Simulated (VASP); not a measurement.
## NaF: single point with r2SCAN

Crystal: NaF.

```xyz
2
Lattice="0.0000 2.3233 2.3930 2.3233 0.0000 2.3930 2.3233 2.3233 0.0000" Properties=species:S:1:pos:R:3 pbc="T T T"
Na    0.0000    0.0000    0.0000
F     2.3233    2.3233    2.3930
```

This cell differs from its parent crystal: strain +0.000 along x and y, +0.030 along z.

```yaml
Program: VASP 6.6.1
Task: single point
Functional: r2SCAN
Potentials_or_basis: VASP PAW PBE potentials, release 64 (Na_pv, F)
Cutoff: 520 eV
k_mesh: 8 × 8 × 8
Occupations: gaussian, width 0.05 eV
Spin: no spin polarisation
```

```yaml
Pressure: -3.4 GPa
Band_gap_on_the_k_mesh: 6.96 eV, direct
```

Stress tensor (GPa, compression positive):
```
-2.77  0.00  0.00
 0.00 -2.77  0.00
 0.00  0.00 -4.71
```

Levels at points of the mesh, in eV from the valence-band top:
```tsv
k point	band 5	band 6	band 7	band 8	band 9	band 10
(0.00, 0.00, 0.00)	0.00	0.00	0.00	6.96	19.39	19.58
(0.50, 0.00, 0.00)	-1.47	-0.26	-0.24	11.38	13.08	20.73
(0.50, 0.50, 0.00)	-1.23	-0.35	-0.35	13.47	13.97	14.40
(0.50, 0.00, 0.50)	-1.19	-0.42	-0.38	13.69	13.87	14.50
```

It took 65 s on 1 thread of Intel(R) Xeon(R) Platinum 8259CL CPU @ 2.50GHz (Skylake/Cascade Lake), on a shared host, peak memory 0.16 GiB.

Caveat: the cell differs from its parent crystal (strain +0.000 along x and y, +0.030 along z); the PAW data sets were made with another functional, which shifts forces and pressure a little.
